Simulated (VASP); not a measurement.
A run of VASP 6.6.1:

The input INCAR:

```
PREC = Accurate ; ENCUT = 520
EDIFF = 1E-8 ; ISMEAR = 0
SIGMA = 0.01 ; LREAL = False
LASPH = True ; NELM = 100
ALGO = Normal ; ISIF = 2
LWAVE = False ; LCHARG = False
METAGGA = R2SCAN ; LMIXTAU = True
NBANDS = 11 ; IBRION = 6
NFREE = 2 ; POTIM = 0.015
NSW = 1
```

File KPOINTS:

```
regular mesh
0
Gamma
  10 10 10
```

Contents of POSCAR:

```
AlN
1.0
    0.0000000000      2.1848997901      2.1848997901
    2.1848997901      0.0000000000      2.1848997901
    2.1848997901      2.1848997901      0.0000000000
Al N
1 1
Direct
    0.0000000000      0.0000000000      0.0000000000
    0.2500000000      0.2500000000      0.2500000000
```

Potentials or basis: VASP PAW PBE potentials, release 64 (Al, N).

Launch:

```bash
$ cat potpaw_PBE.64/Al/POTCAR potpaw_PBE.64/N/POTCAR > POTCAR
$ mpirun -np 1 vasp_std > vasp.out
```

Hardware: 1 thread of Intel Xeon 8259CL, with other jobs on the host.

How long does it take, and how much memory?

Wall time 10 min on 1 thread of Intel Xeon 8259CL, on a shared host, peak memory 0.2 GiB. Counts: scf iterations 78, k points 47.
